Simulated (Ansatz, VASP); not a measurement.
One calculation of InP, two programs

```
In P
1.0
     0.00000    2.76850    2.76850
     2.76850    0.00000    2.76850
     2.76850    2.76850    0.00000
In P
1 1
Direct
  0.00000 0.00000 0.00000
  0.50000 0.50000 0.50000
```

Alike in both runs: task relaxation of cell and atoms; functional PBE; k mesh 14 × 14 × 14; occupations gaussian, width 0.1 eV; no spin polarisation.

|  | VASP | Ansatz |
| --- | --- | --- |
| version | VASP 6.6.1 | Ansatz 0.2.0 |
| potentials or method | VASP PAW PBE potentials, release 64 (In_d, P), cutoff 600 eV | scalar-relativistic, plane waves, PAW |
| valence electrons in the cell | 18 | 18 |

|  | VASP | Ansatz | Ansatz less VASP |
| --- | --- | --- | --- |
| gap on the k mesh at the Fermi level, each at its own relaxed structure (eV) | none | none | - |
| relaxed volume (Å³/atom) | 21.26 | 21.26 | -0.001 |
| relaxed cell length with the largest relative difference (Å) | 3.918 | 3.918 | -0.0001 |

A gap of «none» marks a metal or a gap that the smearing closes.
